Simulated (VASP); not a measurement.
# BN in VASP: a series of runs, part 2 of 2

VASP 6.6.1. The steps go on from the part before.

### 3 Single point, r2SCAN (epitaxial xy strain +4.5%)

File POSCAR:

```
BN
1.0
    2.6121085884      0.0000000000      0.0000000000
   -1.3060542942      2.2621523950      0.0000000000
    0.0000000000      0.0000000000      6.4858365899
B N
2 2
Direct
    0.3333333333      0.6666666667      0.2500000000
    0.6666666667      0.3333333333      0.7500000000
    0.3333333333      0.6666666667      0.7500000000
    0.6666666667      0.3333333333      0.2500000000
```

File INCAR.step1:

```
ALGO = Normal ; EDIFF = 1E-4
ENCUT = 520 ; GGA = PE
ISMEAR = 0 ; LASPH = T
LCHARG = F ; LREAL = F
LWAVE = T ; NBANDS = 16
NELM = 80 ; PREC = Accurate
SIGMA = 0.01
```

File INCAR.step2:

```
ALGO = Normal ; EDIFF = 1E-6
ENCUT = 520 ; ISIF = 2
ISMEAR = 0 ; ISTART = 1
LASPH = T ; LCHARG = F
LMIXTAU = T ; LREAL = F
LWAVE = F ; METAGGA = R2SCAN
NBANDS = 16 ; NELM = 80
PREC = Accurate ; SIGMA = 0.01
```

File KPOINTS:

```
k-points
0
Gamma
  12 12 4
```

Potentials or basis: VASP PAW PBE potentials, release 64 (B, N).

The run is started by

```
cat potpaw_PBE.64/B/POTCAR potpaw_PBE.64/N/POTCAR > POTCAR
cp INCAR.step1 INCAR
mpirun -np 1 vasp_std > vasp.out
cp INCAR.step2 INCAR
mpirun -np 1 vasp_std > vasp.out
```

OUTCAR:

```text
EDIFF = 1E-6
   ENCUT = 520
   ISIF = 2
   ISMEAR = 0
   ISTART = 1
   LASPH = T
   LREAL = F
   METAGGA = R2SCAN
   NELM = 80
   PREC = Accurate

 ion  position               nearest neighbor table
   1  0.333  0.667  0.250-   4 1.51   4 1.51   4 1.51
   2  0.667  0.333  0.750-   3 1.51   3 1.51   3 1.51
   3  0.333  0.667  0.750-   2 1.51   2 1.51   2 1.51
   4  0.667  0.333  0.250-   1 1.51   1 1.51   1 1.51

  LATTYP: Found a hexagonal cell.
 ALAT       =     2.6121085884
 C/A-ratio  =     2.4829888844

  Lattice vectors:

 A1 = (   2.6121085884,   0.0000000000,   0.0000000000)
 A2 = (  -1.3060542942,   2.2621523950,   0.0000000000)
 A3 = (   0.0000000000,   0.0000000000,   6.4858365899)

Analysis of symmetry for initial positions (statically):
=====================================================================
 Subroutine PRICEL returns:
 Original cell was already a primitive cell.

 Routine SETGRP: Setting up the symmetry group for a
 hexagonal supercell.

 Subroutine GETGRP returns: Found 24 space group operations
 (whereof 12 operations were pure point group operations)
 out of a pool of 24 trial point group operations.

The static configuration has the point symmetry D_3d.
 The point group associated with its full space group is D_6h.

Analysis of symmetry for dynamics (positions and initial velocities):
=====================================================================
 Subroutine PRICEL returns:
 Original cell was already a primitive cell.

 Routine SETGRP: Setting up the symmetry group for a
 hexagonal supercell.

 Subroutine GETGRP returns: Found 24 space group operations
 (whereof 12 operations were pure point group operations)
 out of a pool of 24 trial point group operations.

[... 117 lines left out ...]
   NUPDOWN=      -1.0000    fix difference up-down
   EMIN   =  10.00;   EMAX   =-10.00  energy-range for DOS
   EFERMI =   0.00;   METHOD = LEGACY
   ISMEAR =     0;   SIGMA  =   0.01  broadening in eV -4-tet -1-fermi 0-gaus
   EFERMI_NEDOS =   21; number of points for ismear=-14 and -15
   IALGO  =     38    algorithm
   IMIX   =      4    mixing-type and parameters
     AMIX     =   0.40;   BMIX     =  1.00
     AMIX_MAG =   1.60;   BMIX_MAG =  1.00
  volume/ion in A,a.u.               =       9.58        64.66
  Fermi-wavevector in a.u.,A,eV,Ry     =   1.223550  2.312175 20.368944  1.497075
  Thomas-Fermi vector in A             =   2.358657
   LORBIT       =      0    0 simple, 1 ext, 2 COOP (PROOUT), +10 PAW based schemes
   METAGGA = R2SCAN    functional components
   LHFCALC =     F    Hartree Fock is set to
   AEXX    =    0.0000 exact exchange contribution
   IVDW    =     0    specifies the selected vdW correction
   LEPSILON=     F    determine dielectric tensor
   LRPA    =     F    only Hartree local field effects (RPA)
 non-spin polarized calculation
 Gauss-broadening in eV      SIGMA  =   0.01
  energy-cutoff  :      520.00
  volume of cell :       38.32
 maximum number of plane-waves:      1050
 NGX is ok and might be reduce to    20
   NGX =  9   NGY =  9   NGZ = 25

 number of electron      15.9999999 magnetization

 Free energy of the ion-electron system (eV)
  ---------------------------------------------------
  ext. energy  EPLUGINS =         0.00000000
  ---------------------------------------------------
  free energy    TOTEN  =       -38.16361916 eV

  energy without entropy =      -38.16361916  energy(sigma->0) =      -38.16361916

 E-fermi :   1.8232     XC(G=0): -10.6080

 val. band max:        1.7354406520   @ k =   0.3333   0.2500   0.0000
 cond. band min:       6.3111123987   @ k =   0.5000   0.0000   0.0000
 fundamental gap:      4.5756717466
 Fermi energy:         1.8232156961

 k-point     1 :       0.0000    0.0000    0.0000
  band No.  band energies     occupation
      1     -16.3846      2.00000
      2     -16.0229      2.00000
      3      -4.1931      2.00000
      4      -1.6618      2.00000
      5       0.2065      2.00000
      6       0.2065      2.00000
[... 433 lines left out ...]
      3      -5.2205      2.00000
      4      -5.1354      2.00000
      5      -1.8724      2.00000
      6      -1.8035      2.00000
[... 8 lines left out ...]
     15      18.3656      0.00000
     16      19.4761      0.00000

 [... further k-points ...]
[... 5 lines left out ...]
  --------------------------------------------------------------------------------------
  -------------------------------------------------------------------------------------
  Total       -9.6133167     -9.6133167      0.2973794      0.0000000      0.0000000      0.0000000
  in kB     -401.8877292   -401.8877292     12.4320410      0.0000000      0.0000000      0.0000000
  external PRESSURE =    -263.7811391 kB  Pullay stress =       0.0000000 kB

 VOLUME and BASIS-vectors are now :
 -----------------------------------------------------------------------------
  energy-cutoff  :      520.00
  volume of cell :       38.32
      direct lattice vectors                 reciprocal lattice vectors
     2.612108588  0.000000000  0.000000000     0.382832477  0.221028433  0.000000000
    -1.306054294  2.262152395  0.000000000     0.000000000  0.442056867  0.000000000
     0.000000000  0.000000000  6.485836590     0.000000000  0.000000000  0.154182115

 POSITION                                       TOTAL-FORCE (eV/Angst)
 -----------------------------------------------------------------------------------
     -0.00000      1.50810      1.62146         0.000000     -0.000000     -0.000000
      1.30605      0.75405      4.86438        -0.000000      0.000000      0.000000
     -0.00000      1.50810      4.86438         0.000000     -0.000000      0.000000
      1.30605      0.75405      1.62146        -0.000000      0.000000      0.000000
 -----------------------------------------------------------------------------------
    total drift:                               -0.000000      0.000000      0.000000

  FREE ENERGIE OF THE ION-ELECTRON SYSTEM (eV)
  ---------------------------------------------------
  free  energy   TOTEN  =       -38.1636191641 eV

  energy  without entropy=      -38.1636191641  energy(sigma->0) =      -38.16361916
```

Wall time 73 s (1 thread of AMD EPYC 9R45 (Zen 5), shared host); peak memory 0.13 GiB.

What came out:

* Free energy: -38.1636 eV
* Pressure: -26.4 GPa
* Band gap on the k mesh: 4.58 eV, indirect (least direct gap 4.88 eV)

Caveat: the cell differs from its parent crystal (epitaxial xy strain +4.5%); the PAW data sets were made with another functional, which shifts forces and pressure a little.

### 4 Single point, PBE (uniaxial y strain +1.9%)

File INCAR:

```
SYSTEM = BN
PREC = Accurate
ENCUT = 520
EDIFF = 1E-6
ISMEAR = -1
SIGMA = 0.02
LREAL = .FALSE.
LASPH = .TRUE.
NELM = 60
ALGO = Normal
ISIF = 2
LWAVE = .FALSE.
LCHARG = .TRUE.
GGA = PE
LELF = .TRUE.
LVHAR = .TRUE.
NBANDS = 16
```

File KPOINTS:

```
Automatic mesh
0
G
  12 12 4
  0 0 0
```

File POSCAR:

```
BN
1.0
    2.5005826042      0.0000000000      0.0000000000
   -1.2502913021      2.2062807390      0.0000000000
    0.0000000000      0.0000000000      6.5236361402
B N
2 2
Direct
    0.3303402301      0.6606804603      0.2500000000
    0.6696597699      0.3393195397      0.7500000000
    0.3373801717      0.6747603434      0.7500000000
    0.6626198283      0.3252396566      0.2500000000
```

The run is started by

```
cat potpaw_PBE.64/B/POTCAR potpaw_PBE.64/N/POTCAR > POTCAR
mpirun -np 1 vasp_std > vasp.out
```

It took 40 s on 1 thread of AMD EPYC 9R45 (Zen 5), shared host; peak memory 0.16 GiB.

Results (log left out):

* Free energy: -35.1252 eV
* Pressure: -2.0 GPa
* Largest force: 0.015 eV/Å
* Band gap on the k mesh: 4.12 eV, indirect (least direct gap 4.54 eV)

Forces in eV/Å, atoms in the order of the input:
```
B    0.000  0.015  0.000
B    0.000 -0.015  0.000
N    0.000  0.015  0.000
N    0.000 -0.015  0.000
```

Stress tensor (GPa, compression positive):
```
  1.72   0.00   0.00
  0.00 -11.05   0.00
  0.00   0.00   3.39
```

Levels at points of the mesh, in eV from the valence-band top:
| k point | band 4 | band 5 | band 6 | band 7 | band 8 | band 9 | band 10 | band 11 | band 12 | band 13 |
| --- | --- | --- | --- | --- | --- | --- | --- | --- | --- | --- |
| (0.00, 0.00, 0.00) | -3.90 | -1.51 | -1.46 | -1.31 | -1.27 | 5.31 | 10.37 | 11.01 | 11.29 | 11.42 |
| (0.50, 0.00, 0.00) | -8.76 | -4.26 | -4.18 | -1.49 | -0.36 | 4.18 | 5.66 | 9.14 | 9.44 | 12.71 |
| (0.00, 0.50, 0.00) | -8.84 | -3.95 | -3.88 | -1.63 | -0.52 | 4.12 | 5.55 | 9.55 | 10.03 | 12.58 |
| (0.00, 0.00, 0.50) | -5.20 | -1.49 | -1.49 | -1.29 | -1.29 | 7.74 | 7.74 | 11.19 | 11.19 | 11.49 |
| (0.50, 0.00, 0.50) | -8.81 | -4.22 | -4.22 | -0.90 | -0.90 | 4.67 | 4.67 | 9.45 | 9.45 | 13.53 |
| (0.00, 0.50, 0.50) | -8.89 | -3.92 | -3.92 | -1.04 | -1.04 | 4.56 | 4.56 | 10.00 | 10.00 | 13.48 |

Caveat: the cell differs from its parent crystal (uniaxial y strain +1.9%); this functional lacks dispersion, which binds the layers, so the pressure and a relaxed spacing across them are unreliable. A k mesh can miss the band edges.

### 5 Single point, r2SCAN (uniaxial y strain +1.9%)

POSCAR is that of step 4.

File INCAR.step1:

```
ALGO = Normal
EDIFF = 1E-4
ENCUT = 520
GGA = PE
ISMEAR = 0
LASPH = True
LCHARG = False
LREAL = False
LWAVE = True
NBANDS = 16
NELM = 60
PREC = Accurate
SIGMA = 0.01
```

File INCAR.step2:

```
ALGO = Normal
EDIFF = 1E-6
ENCUT = 520
ISIF = 2
ISMEAR = 0
ISTART = 1
LASPH = True
LCHARG = False
LMIXTAU = True
LREAL = False
LWAVE = False
METAGGA = R2SCAN
NBANDS = 16
NELM = 60
PREC = Accurate
SIGMA = 0.01
```

File KPOINTS:

```
k-points
0
Gamma
  12 12 4
```

Potentials or basis: VASP PAW PBE potentials, release 64 (B, N).

The run is started by

```
cat potpaw_PBE.64/B/POTCAR potpaw_PBE.64/N/POTCAR > POTCAR
cp INCAR.step1 INCAR
mpirun -np 1 vasp_std > vasp.out
cp INCAR.step2 INCAR
mpirun -np 1 vasp_std > vasp.out
```

OUTCAR:

```text
EDIFF = 1E-6
   ENCUT = 520
   ISIF = 2
   ISMEAR = 0
   ISTART = 1
   LASPH = True
   LREAL = False
   METAGGA = R2SCAN
   NELM = 60
   PREC = Accurate

 ion  position               nearest neighbor table
   1  0.330  0.661  0.250-   4 1.45   4 1.45   4 1.47
   2  0.670  0.339  0.750-   3 1.45   3 1.45   3 1.47
   3  0.337  0.675  0.750-   2 1.45   2 1.45   2 1.47
   4  0.663  0.325  0.250-   1 1.45   1 1.45   1 1.47

  LATTYP: Found a base centered orthorhombic cell.
 ALAT       =     2.5005826042
 B/A-ratio  =     1.7646133627
 C/A-ratio  =     2.6088464861

  Lattice vectors:

 A1 = (   1.2502913021,  -2.2062807390,   0.0000000000)
 A2 = (   1.2502913021,   2.2062807390,   0.0000000000)
 A3 = (   0.0000000000,   0.0000000000,   6.5236361402)

Analysis of symmetry for initial positions (statically):
=====================================================================
 Subroutine PRICEL returns:
 Original cell was already a primitive cell.

 Routine SETGRP: Setting up the symmetry group for a
 base centered orthorhombic supercell.

 Subroutine GETGRP returns: Found  8 space group operations
 (whereof  4 operations were pure point group operations)
[... 166 lines left out ...]
  free energy    TOTEN  =       -38.55696642 eV

  energy without entropy =      -38.55696642  energy(sigma->0) =      -38.55696642

 E-fermi :   2.2599     XC(G=0): -10.8039

 val. band max:        2.1134948177   @ k =   0.4167   0.2500   0.0000
 cond. band min:       6.8241654651   @ k =   0.0000   0.5000   0.0000
 fundamental gap:      4.7106706474
 Fermi energy:         2.2598613415

 k-point     1 :       0.0000    0.0000    0.0000
  band No.  band energies     occupation
      1     -16.6095      2.00000
      2     -16.2741      2.00000
      3      -4.2762      2.00000
      4      -1.8788      2.00000
      5       0.5767      2.00000
      6       0.6277      2.00000
[... 433 lines left out ...]
      3      -6.7490      2.00000
      4      -6.6506      2.00000
      5      -3.6757      2.00000
      6      -3.5775      2.00000
[... 8 lines left out ...]
     15      17.4318      0.00000
     16      21.1415      0.00000

 [... further k-points ...]
[... 5 lines left out ...]
  --------------------------------------------------------------------------------------
  -------------------------------------------------------------------------------------
  Total       -0.5723501     -3.5500069      0.2811115      0.0000000      0.0000000      0.0000000
  in kB      -25.4788956   -158.0331035     12.5140387      0.0000000      0.0000000      0.0000000
  external PRESSURE =     -56.9993201 kB  Pullay stress =       0.0000000 kB

 VOLUME and BASIS-vectors are now :
 -----------------------------------------------------------------------------
  energy-cutoff  :      520.00
  volume of cell :       35.99
      direct lattice vectors                 reciprocal lattice vectors
     2.500582604  0.000000000  0.000000000     0.399906805  0.226625738  0.000000000
    -1.250291302  2.206280739  0.000000000     0.000000000  0.453251475  0.000000000
     0.000000000  0.000000000  6.523636140     0.000000000  0.000000000  0.153288745

 POSITION                                       TOTAL-FORCE (eV/Angst)
 -----------------------------------------------------------------------------------
     -0.00000      1.45765      1.63091         0.000000     -0.000646     -0.000000
      1.25029      0.74863      4.89273         0.000000      0.000646      0.000000
     -0.00000      1.48871      4.89273         0.000000     -0.001100      0.000000
      1.25029      0.71757      1.63091        -0.000000      0.001100     -0.000000
 -----------------------------------------------------------------------------------
    total drift:                               -0.000000      0.000000     -0.000000

  FREE ENERGIE OF THE ION-ELECTRON SYSTEM (eV)
  ---------------------------------------------------
  free  energy   TOTEN  =       -38.5569664232 eV

  energy  without entropy=      -38.5569664232  energy(sigma->0) =      -38.55696642
```

OSZICAR.step1:

```text
N       E                     dE             d eps       ncg     rms          rms(c)
DAV:   1     0.485128753339E+02    0.48513E+02   -0.79767E+03  4136   0.924E+02
DAV:   2    -0.351755939636E+02   -0.83688E+02   -0.76715E+02  5816   0.220E+02
DAV:   3    -0.384836084166E+02   -0.33080E+01   -0.32952E+01  5256   0.433E+01
DAV:   4    -0.385042274654E+02   -0.20619E-01   -0.20616E-01  5304   0.379E+00
DAV:   5    -0.385044123398E+02   -0.18487E-03   -0.18487E-03  5208   0.343E-01    0.110E+01
DAV:   6    -0.354425018597E+02    0.30619E+01   -0.50507E+00  5288   0.173E+01    0.492E+00
DAV:   7    -0.351978442780E+02    0.24466E+00   -0.53622E-01  5568   0.536E+00    0.311E+00
DAV:   8    -0.351293579486E+02    0.68486E-01   -0.22220E-01  5504   0.316E+00    0.474E-01
DAV:   9    -0.351242765958E+02    0.50814E-02   -0.14847E-02  4752   0.101E+00    0.189E-01
DAV:  10    -0.351251377682E+02   -0.86117E-03   -0.13971E-03  4896   0.280E-01    0.359E-02
DAV:  11    -0.351252244545E+02   -0.86686E-04   -0.82456E-05  4336   0.768E-02
   1 F= -.35125224E+02 E0= -.35125224E+02  d E =-.720283E-41
```

Wall time 2.6 min (1 thread of AMD EPYC 9R45 (Zen 5), shared host); peak memory 0.16 GiB.

What came out:

```yaml
Free_energy: -38.5570 eV
Pressure: -5.7 GPa
Band_gap_on_the_k_mesh: 4.71 eV, indirect (least direct gap 5.15 eV)
```

Levels at points of the mesh, in eV from the valence-band top:
| k point | band 5 | band 6 | band 7 | band 8 | band 9 | band 10 | band 11 | band 12 |
| --- | --- | --- | --- | --- | --- | --- | --- | --- |
| (0.00, 0.00, 0.00) | -1.54 | -1.49 | -1.33 | -1.28 | 5.71 | 11.18 | 11.75 | 12.03 |
| (0.50, 0.00, 0.00) | -4.41 | -4.33 | -1.49 | -0.37 | 4.78 | 6.35 | 9.81 | 10.12 |
| (0.00, 0.50, 0.00) | -4.09 | -4.01 | -1.63 | -0.53 | 4.71 | 6.22 | 10.23 | 10.73 |
| (0.00, 0.00, 0.50) | -1.51 | -1.51 | -1.31 | -1.31 | 8.27 | 8.27 | 11.93 | 11.93 |
| (0.50, 0.00, 0.50) | -4.37 | -4.37 | -0.90 | -0.90 | 5.28 | 5.28 | 10.15 | 10.15 |
| (0.00, 0.50, 0.50) | -4.05 | -4.05 | -1.05 | -1.05 | 5.16 | 5.16 | 10.72 | 10.72 |

Caveat: the cell differs from its parent crystal (uniaxial y strain +1.9%); the PAW data sets were made with another functional, which shifts forces and pressure a little. A k mesh can miss the band edges.

### 6 Summary

```csv
level,cell,smearing,gap on the mesh (eV),pressure (GPa)
PBE,"a = 2.612, b = 2.612, c = 6.486 Å, angles 90.0, 90.0, 120.0°, 4 atoms",fermi-dirac 0.02 eV,3.98,-22.6
r2SCAN,"a = 2.612, b = 2.612, c = 6.486 Å, angles 90.0, 90.0, 120.0°, 4 atoms",gaussian 0.01 eV,4.58,-26.4
PBE,"a = 2.501, b = 2.536, c = 6.524 Å, angles 90.0, 90.0, 119.5°, 4 atoms",fermi-dirac 0.02 eV,4.12,-2.0
r2SCAN,"a = 2.501, b = 2.536, c = 6.524 Å, angles 90.0, 90.0, 119.5°, 4 atoms",gaussian 0.01 eV,4.71,-5.7
```

Alike in all rows: task single point; potentials or basis VASP PAW PBE potentials, release 64 (B, N); no spin polarisation; k mesh 12 × 12 × 4; cutoff (eV) 520.

Caveats: this functional lacks dispersion, which binds the layers, so the pressure and a relaxed spacing across them are unreliable (some runs); the PAW data sets were made with another functional, which shifts forces and pressure a little (some runs).

Absolute energies hang on the potentials; compare differences alone.
